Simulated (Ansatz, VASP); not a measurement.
## Ru: VASP beside Ansatz

```
CELL_PARAMETERS angstrom
2.72215 0.00000 0.00000
-1.36108 2.35745 0.00000
0.00000 0.00000 4.29710
ATOMIC_POSITIONS crystal
Ru 0.33333 0.66667 0.25000
Ru 0.66667 0.33333 0.75000
```

Alike in both runs: functional PBE; k mesh 18 × 18 × 10; occupations fermi-dirac, width 0.15 eV; no spin polarisation.

Ansatz relaxed the structure, and its values are those at the end. VASP's run is a single point on that final structure, the one shown.

|  | VASP | Ansatz |
| --- | --- | --- |
| version | VASP 6.6.1 | Ansatz 0.2.0 |
| potentials or method | VASP PAW PBE potentials, release 64 (Ru_pv), cutoff 520 eV | scalar-relativistic, plane waves, PAW |
| valence electrons in the cell | 28 | 32 |

VASP gave:

* gap on the k mesh at the Fermi level (eV): none
* pressure (GPa): -0.1

Question: Estimate Ansatz's values.

Answer: gap on the k mesh at the Fermi level (eV): none; pressure (GPa): 0.0.

A gap of «none» marks a metal or a gap that the smearing closes. VASP's potentials hold 28 valence electrons a cell and Ansatz's 32, so a difference there can come from the potentials and not from the codes.
